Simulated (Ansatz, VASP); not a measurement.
## Mo: VASP beside Ansatz

```
CELL_PARAMETERS angstrom
2.65345 0.00000 0.00000
-1.32672 2.36902 0.00000
0.00000 0.00000 2.55518
ATOMIC_POSITIONS crystal
Mo 0.00000 0.00000 0.50000
```

Change from the starting cell: strain -0.0300 x Voigt [1, 0, 0, 0, 0, 0], atoms carried along.

Alike in both runs: task single point; functional r2SCAN; k mesh 18 × 18 × 18; occupations gaussian, width 0.15 eV; no spin polarisation.

|  | VASP | Ansatz |
| --- | --- | --- |
| version | VASP 6.6.1 | Ansatz 0.2.0 |
| potentials or method | VASP PAW PBE potentials, release 64 (Mo_sv), cutoff 520 eV | scalar-relativistic, plane waves, PAW |
| valence electrons in the cell | 14 | 14 |

```tsv
	VASP	Ansatz	Ansatz less VASP
gap on the k mesh at the Fermi level (eV)	none	none	-
pressure (GPa)	9.2	8.0	-1.18
traceless stress, the component that is largest in VASP (GPa)	-8.56	-8.61	-0.055
```

VASP's potentials were made for PBE, not for r2SCAN. A gap of «none» marks a metal or a gap that the smearing closes.
